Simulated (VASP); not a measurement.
Here is a VASP 6.6.1 calculation.

File INCAR:

```
SYSTEM = KBr
PREC = Accurate
ENCUT = 600
EDIFF = 1E-6
ISMEAR = -1
SIGMA = 0.02
LREAL = .False.
LASPH = .True.
NELM = 80
ALGO = Normal
ISIF = 3
LWAVE = .False.
LCHARG = .False.
GGA = PE
IBRION = 2
NSW = 100
EDIFFG = -0.005
```

File KPOINTS:

```
regular mesh
0
Gamma
  7 7 7
  0 0 0
```

The input POSCAR:

```
KBr
1.0
    0.0000000000      3.3801514882      3.3801514882
    3.3801514882      0.0000000000      3.3801514882
    3.3801514882      3.3801514882      0.0000000000
K Br
1 1
Direct
    0.0000000000      0.0000000000      0.0000000000
    0.5000000000      0.5000000000      0.5000000000
```

Potentials or basis: VASP PAW PBE potentials, release 64 (K_sv, Br).

Command:

```console
$ cat potpaw_PBE.64/K_sv/POTCAR potpaw_PBE.64/Br/POTCAR > POTCAR
$ mpirun -np 1 vasp_std > vasp.out
```

Q: What does it give for the relaxed volume?

A: 37.82 Å³/atom.

Q: What does it give for the space group after relaxing (to 0.1 Å)?

A: Fm-3m (No. 225).

Final structure:
```yaml
crystal:
  lattice:
    - [0.00000, 3.35666, 3.35666]
    - [3.35666, 0.00000, 3.35666]
    - [3.35666, 3.35666, 0.00000]
  atoms:
    - { symbol: K, position: [0.00000, 0.00000, 0.00000] }
    - { symbol: Br, position: [0.50000, 0.50000, 0.50000] }
```
